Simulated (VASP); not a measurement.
# Cd (Fm-3m) in VASP: notebook, part 2 of 2

VASP 6.6.1. The steps go on from the part before.

### 3 Single point, PBEsol

This run uses another cell than the first one, of 20.97 Å³/atom.

The input, INCAR:

```
PREC = Accurate ; ENCUT = 500
EDIFF = 1E-6 ; ISMEAR = 0
SIGMA = 0.1 ; LREAL = F
LASPH = T ; NELM = 120
ALGO = Normal ; ISIF = 2
LWAVE = F ; LCHARG = T
GGA = PS ; LELF = T
LVHAR = T ; NBANDS = 12
GGA_COMPAT = F
```

The input, KPOINTS:

```
Automatic mesh
0
Gamma
  8 8 8
```

The input, POSCAR:

```
Cd
1.0
    0.0000000000      2.1887570649      2.1887570649
    2.1887570649      0.0000000000      2.1887570649
    2.1887570649      2.1887570649      0.0000000000
Cd
1
Direct
    0.0000000000      0.0000000000      0.0000000000
```

Potentials or basis: VASP PAW PBE potentials, release 64 (Cd).

Run with:

```sh
> cat potpaw_PBE.64/Cd/POTCAR > POTCAR
> mpirun -np 1 vasp_std > vasp.out
```

OUTCAR:

```text
PREC = Accurate
   ENCUT = 500
   EDIFF = 1E-6
   ISMEAR = 0
   LREAL = F
   LASPH = T
   NELM = 120
   ISIF = 2
   GGA = PS

 ion  position               nearest neighbor table
   1  0.000  0.000  0.000-

  LATTYP: Found a face centered cubic cell.
 ALAT       =     4.3775141298

  Lattice vectors:

 A1 = (   0.0000000000,   2.1887570649,   2.1887570649)
 A2 = (   2.1887570649,   0.0000000000,   2.1887570649)
 A3 = (   2.1887570649,   2.1887570649,   0.0000000000)

Analysis of symmetry for initial positions (statically):
=====================================================================
 Subroutine PRICEL returns:
 Original cell was already a primitive cell.

 Routine SETGRP: Setting up the symmetry group for a
 face centered cubic supercell.

 Subroutine GETGRP returns: Found 48 space group operations
 (whereof 48 operations were pure point group operations)
 out of a pool of 48 trial point group operations.

The static configuration has the point symmetry O_h .

Analysis of symmetry for dynamics (positions and initial velocities):
=====================================================================
 Subroutine PRICEL returns:
 Original cell was already a primitive cell.

 Routine SETGRP: Setting up the symmetry group for a
 face centered cubic supercell.

 Subroutine GETGRP returns: Found 48 space group operations
 (whereof 48 operations were pure point group operations)
 out of a pool of 48 trial point group operations.

The dynamic configuration has the point symmetry O_h .

 Subroutine INISYM returns: Found 48 space group operations
 (whereof 48 operations are pure point group operations),
 and found     1 'primitive' translations

----------------------------------------------------------------------------------------

                                     Primitive cell
[... 113 lines left out ...]
   LORBIT       =      0    0 simple, 1 ext, 2 COOP (PROOUT), +10 PAW based schemes
   GGA     = PS    functional components
   LHFCALC =     F    Hartree Fock is set to
   AEXX    =    0.0000 exact exchange contribution
   IVDW    =     0    specifies the selected vdW correction
   LEPSILON=     F    determine dielectric tensor
   LRPA    =     F    only Hartree local field effects (RPA)
 non-spin polarized calculation
 Gauss-broadening in eV      SIGMA  =   0.10
  energy-cutoff  :      500.00
  volume of cell :       20.97
 maximum number of plane-waves:       544
   NGX = 11   NGY = 11   NGZ = 11

 number of electron      12.0000006 magnetization

 Free energy of the ion-electron system (eV)
  ---------------------------------------------------
  ext. energy  EPLUGINS =         0.00000000
  ---------------------------------------------------
  free energy    TOTEN  =        -1.18247101 eV

  energy without entropy =       -1.17986324  energy(sigma->0) =       -1.18116712

 E-fermi :   2.6377     XC(G=0): -11.3779

 val. band max:        2.5097902833   @ k =  -0.3750   0.3750   0.1250
 cond. band min:       2.7098538546   @ k =   0.5000   0.1250   0.0000
 fundamental gap:      0.2000635713
 Fermi energy:         2.6376678120

 k-point     1 :       0.0000    0.0000    0.0000
  band No.  band energies     occupation
      1      -6.2311      2.00000
      2      -6.2311      2.00000
      3      -6.2311      2.00000
      4      -6.1779      2.00000
      5      -5.7291      2.00000
      6      -5.7291      2.00000
      7      16.9791      0.00000
      8      18.2676      0.00000
      9      18.2676      0.00000
     10      18.2676      0.00000
     11      21.7266      0.00000
     12      21.7266      0.00000
[... 331 lines left out ...]
 k-point    24 :      -0.3750    0.2500    0.1250
  band No.  band energies     occupation
      1      -6.5032      2.00000
      2      -6.3730      2.00000
      3      -5.8933      2.00000
      4      -5.8241      2.00000
      5      -5.3527      2.00000
      6       2.0305      2.00000
      7       2.3516      1.99995
      8      10.4135      0.00000
      9      11.1249      0.00000
     10      17.4258      0.00000
     11      20.7209      0.00000
     12      25.7806      0.00000

 [... further k-points ...]

------------------------ aborting loop because EDIFF is reached ----------------------------------------

  FORCE on cell =-STRESS in cart. coord.  units (eV):
  Direction    XX          YY          ZZ          XY          YZ          ZX
  --------------------------------------------------------------------------------------
  -------------------------------------------------------------------------------------
  Total        0.0603770      0.0603770      0.0603770      0.0000000      0.0000000     -0.0000000
  in kB        4.6127434      4.6127434      4.6127434      0.0000000      0.0000000     -0.0000000
  external PRESSURE =       4.6127434 kB  Pullay stress =       0.0000000 kB

 VOLUME and BASIS-vectors are now :
 -----------------------------------------------------------------------------
  energy-cutoff  :      500.00
  volume of cell :       20.97
      direct lattice vectors                 reciprocal lattice vectors
     0.000000000  2.188757065  2.188757065    -0.228440154  0.228440154  0.228440154
     2.188757065  0.000000000  2.188757065     0.228440154 -0.228440154  0.228440154
     2.188757065  2.188757065  0.000000000     0.228440154  0.228440154 -0.228440154

 POSITION                                       TOTAL-FORCE (eV/Angst)
 -----------------------------------------------------------------------------------
      0.00000      0.00000      0.00000         0.000000      0.000000      0.000000
 -----------------------------------------------------------------------------------
    total drift:                                0.000000      0.000000      0.000000

  FREE ENERGIE OF THE ION-ELECTRON SYSTEM (eV)
  ---------------------------------------------------
  free  energy   TOTEN  =        -1.1824710105 eV

  energy  without entropy=       -1.1798632392  energy(sigma->0) =       -1.18116712
```

stdout:

```text
POSCAR found type information on POSCAR Cd
 POSCAR found :  1 types and       1 ions
 scaLAPACK will be used
 -----------------------------------------------------------------------------
|                                                                             |
|                                                                             |
|     You enforced a specific xc type in the INCAR file but a different       |
|     I HOPE YOU KNOW WHAT YOU ARE DOING!                                     |
|                                                                             |
 -----------------------------------------------------------------------------

 LDA part: xc-table for (Slater+PW92), standard interpolation
 POSCAR, INCAR and KPOINTS ok, starting setup
 FFT: planning ... GRIDC
 FFT: planning ... GRID_SOFT
 FFT: planning ... GRID
 WAVECAR not read
 entering main loop
```

Wall time 8.3 s (1 thread of AMD EPYC 7R13 (Zen 3), shared host); peak memory 0.11 GiB.

Results:

- Free energy: -1.1825 eV
- Pressure: 0.5 GPa
- Band gap on the k mesh: zero (bands 6 and 7 overlap by 3.35 eV)

Levels at points of the mesh, in eV from the Fermi level:
| k point | band 2 | band 3 | band 4 | band 5 | band 6 | band 7 | band 8 | band 9 | band 10 | band 11 |
| --- | --- | --- | --- | --- | --- | --- | --- | --- | --- | --- |
| (0.00, 0.00, 0.00) | -8.87 | -8.87 | -8.82 | -8.37 | -8.37 | 14.34 | 15.63 | 15.63 | 15.63 | 19.09 |
| (0.50, 0.00, 0.00) | -8.86 | -8.86 | -7.96 | -7.96 | -2.20 | -0.96 | 13.18 | 13.18 | 13.43 | 17.10 |
| (0.50, 0.50, 0.00) | -9.51 | -7.98 | -7.86 | -7.86 | -0.63 | 1.83 | 7.20 | 7.20 | 11.65 | 11.76 |

Caveat: the PAW data sets were made with another functional, which shifts forces and pressure a little.

### 4 Relaxation of cell and atoms, PBEsol

The input, INCAR:

```
PREC = Accurate
ENCUT = 500
EDIFF = 1E-7
ISMEAR = 0
SIGMA = 0.1
LREAL = False
LASPH = True
NELM = 120
ALGO = Normal
ISIF = 3
LWAVE = False
LCHARG = False
GGA = PS
IBRION = 2
NSW = 80
EDIFFG = -0.05
GGA_COMPAT = False
NELMIN = 4
```

The input, KPOINTS:

```
regular mesh
0
Gamma
  8 8 8
```

The input, POSCAR:

```
Cd
1.0
    0.0000000000      1.9151445143      1.9151445143
    1.9151445143      0.0000000000      1.9151445143
    1.9151445143      1.9151445143      0.0000000000
Cd
1
Direct
    0.0000000000      0.0000000000      0.0000000000
```

Run with:

```sh
> cat potpaw_PBE.64/Cd/POTCAR > POTCAR
> mpirun -np 1 vasp_std > vasp.out
```

Run time: 18 s. Hardware: 1 thread of AMD EPYC 7R13 (Zen 3), shared host; peak memory 0.09 GiB.

It converged, with:

```
Free energy                           : -1.1582 eV
Relaxed volume                        : 20.75 Å³/atom
Relaxed cell                          : a = 3.085 Å, b = 3.085 Å, c = 3.085 Å, α = 60.00°, β = 60.00°, γ = 60.00°
Space group after relaxing (to 0.1 Å) : Fm-3m (No. 225)
Energy gained by relaxing             : 1006.1 meV/atom
Ionic steps                           : 5
Pressure after relaxing               : 0.1 GPa
Band gap on the k mesh                : zero (bands 6 and 7 overlap by 3.34 eV)
```

The path:
| step | energy change (eV) | largest force (eV/Å) | pressure (GPa) | volume (Å³) |
| --- | --- | --- | --- | --- |
| 1 | 0.0000 | 0.0000 | 73.88 | 14.05 |
| 2 | -0.6033 | 0.0000 | -6.96 | 31.77 |
| 3 | -1.0053 | 0.0000 | -0.89 | 21.07 |
| 4 | -1.0060 | 0.0000 | -0.41 | 20.91 |
| 5 | -1.0061 | 0.0000 | 0.06 | 20.75 |

Final structure:
```
Cd
1.0
     0.00000    2.18111    2.18111
     2.18111    0.00000    2.18111
     2.18111    2.18111    0.00000
Cd
1
Direct
  0.00000 0.00000 0.00000
```

Levels at points of the mesh, in eV from the Fermi level:
| k point | band 3 | band 4 | band 5 | band 6 | band 7 | band 8 | band 9 | band 10 |
| --- | --- | --- | --- | --- | --- | --- | --- | --- |
| (0.00, 0.00, 0.00) | -8.90 | -8.90 | -8.39 | -8.39 | 14.37 | 15.73 | 15.73 | 15.73 |
| (0.50, 0.00, 0.00) | -8.90 | -7.97 | -7.97 | -2.25 | -0.95 | 13.27 | 13.27 | 13.45 |
| (0.50, 0.50, 0.00) | -7.99 | -7.86 | -7.86 | -0.66 | 1.87 | 7.23 | 7.23 | 11.73 |

Caveat: the volume moved by over 15 % at a fixed basis, so the end points are rough; the PAW data sets were made with another functional, which shifts forces and pressure a little. Zero-point motion and thermal expansion aren't in these numbers.

### 5 Single point, PBEsol

This run uses another cell than the first one, of 20.97 Å³/atom.

The input, INCAR:

```
SYSTEM = Cd
PREC = Accurate
ENCUT = 520
EDIFF = 1E-6
ISMEAR = 0
SIGMA = 0.1
LREAL = .False.
LASPH = .True.
NELM = 100
ALGO = Normal
ISIF = 2
LWAVE = .False.
LCHARG = .False.
GGA = PS
NBANDS = 12
```

The input, KPOINTS:

```
regular mesh
0
Gamma
  16 16 16
  0 0 0
```

The input, POSCAR:

```
Cd
1.0
    0.0000000000      2.1887570646      2.1887570646
    2.1887570646      0.0000000000      2.1887570646
    2.1887570646      2.1887570646      0.0000000000
Cd
1
Direct
    0.0000000000      0.0000000000      0.0000000000
```

Run with:

```sh
> cat potpaw_PBE.64/Cd/POTCAR > POTCAR
> mpirun -np 1 vasp_std > vasp.out
```

It took 33 s on 1 thread of Intel Xeon 8259CL, shared host; peak memory 0.16 GiB.

It converged, with:

| Quantity | Value |
| --- | --- |
| Free energy | -1.1830 eV |
| Pressure | 0.4 GPa |
| Band gap on the k mesh | zero (bands 6 and 7 overlap by 3.35 eV) |

Levels at points of the mesh, in eV from the Fermi level:
| k point | band 3 | band 4 | band 5 | band 6 | band 7 | band 8 | band 9 | band 10 |
| --- | --- | --- | --- | --- | --- | --- | --- | --- |
| (0.00, 0.00, 0.00) | -9.18 | -9.13 | -8.68 | -8.68 | 14.03 | 15.32 | 15.32 | 15.32 |
| (0.50, 0.00, 0.00) | -9.18 | -8.27 | -8.27 | -2.52 | -1.27 | 12.87 | 12.87 | 13.11 |
| (0.50, 0.50, 0.00) | -8.30 | -8.17 | -8.17 | -0.94 | 1.52 | 6.89 | 6.89 | 11.34 |

Caveat: the PAW data sets were made with another functional, which shifts forces and pressure a little.

### 6 Relaxation of cell and atoms, PBEsol

This run uses another cell than the first one, of 20.97 Å³/atom.

The input, INCAR:

```
SYSTEM = Cd
ALGO = Normal ; EDIFF = 1E-7
EDIFFG = -0.01 ; ENCUT = 600
GGA = PS ; IBRION = 2
ISIF = 3 ; ISMEAR = 0
LASPH = .TRUE. ; LCHARG = .FALSE.
LREAL = .FALSE. ; LWAVE = .FALSE.
NELM = 60 ; NSW = 80
PREC = Accurate ; SIGMA = 0.1
```

The input, KPOINTS:

```
k-points
0
G
  16 16 16
  0 0 0
```

POSCAR is that of step 5.

Potentials or basis: VASP PAW PBE potentials, release 64 (Cd).

Run with:

```sh
> cat potpaw_PBE.64/Cd/POTCAR > POTCAR
> mpirun -np 1 vasp_std > vasp.out
```

It took 66 s on 1 thread of Intel Xeon 8259CL, shared host; peak memory 0.19 GiB.

The run converged. Its results:

| Quantity | Value |
| --- | --- |
| Free energy | -1.1830 eV |
| Relaxed volume | 21.07 Å³/atom |
| Relaxed cell | a = 3.100 Å, b = 3.100 Å, c = 3.100 Å, α = 60.00°, β = 60.00°, γ = 60.00° |
| Space group after relaxing (to 0.1 Å) | Fm-3m (No. 225) |
| Energy gained by relaxing | 0.1 meV/atom |
| Ionic steps | 2 |
| Pressure after relaxing | 0.0 GPa |
| Band gap on the k mesh | zero (bands 6 and 7 overlap by 3.36 eV) |

Final structure:
```
Cd
1.0
     0.00000    2.19232    2.19232
     2.19232    0.00000    2.19232
     2.19232    2.19232    0.00000
Cd
1
Direct
  0.00000 0.00000 0.00000
```

Levels at points of the mesh, in eV from the Fermi level:
```csv
k point,band 2,band 3,band 4,band 5,band 6,band 7,band 8,band 9,band 10
"(0.00, 0.00, 0.00)",-9.17,-9.17,-9.09,-8.67,-8.67,14.01,15.27,15.27,15.27
"(0.50, 0.00, 0.00)",-9.16,-9.16,-8.27,-8.27,-2.50,-1.28,12.83,12.83,13.10
"(0.50, 0.50, 0.00)",-9.80,-8.29,-8.16,-8.16,-0.93,1.50,6.88,6.88,11.31
```

Caveat: the PAW data sets were made with another functional, which shifts forces and pressure a little. Zero-point motion and thermal expansion aren't in these numbers.

### 7 The runs side by side

| task | cell | k mesh | cutoff (eV) | gap on the mesh (eV) | pressure (GPa) | relaxed volume (Å³/atom) |
| --- | --- | --- | --- | --- | --- | --- |
| single point | a = 2.708 Å, angles 60.0°, 1 atom | 8 × 8 × 8 | 500 | none | 73.9 | - |
| single point | a = 3.095 Å, angles 60.0°, 1 atom | 8 × 8 × 8 | 500 | none | 0.5 | - |
| relaxation of cell and atoms | relaxed from a = 2.708 Å, angles 60.0°, 1 atom | 8 × 8 × 8 | 500 | none | 0.1 | 20.75 |
| single point | a = 3.095 Å, angles 60.0°, 1 atom | 16 × 16 × 16 | 520 | none | 0.4 | - |
| relaxation of cell and atoms | relaxed from a = 3.095 Å, angles 60.0°, 1 atom | 16 × 16 × 16 | 600 | none | 0.0 | 21.07 |

Alike in all rows: level PBEsol; potentials or basis VASP PAW PBE potentials, release 64 (Cd); no spin polarisation; smearing gaussian 0.1 eV.

Caveats: the PAW data sets were made with another functional, which shifts forces and pressure a little; the cell stands under pressure (at least some runs); the volume moved by over 15 % at a fixed basis, so the end points are rough (at least some runs).

Absolute energies hang on the potentials; compare differences alone.
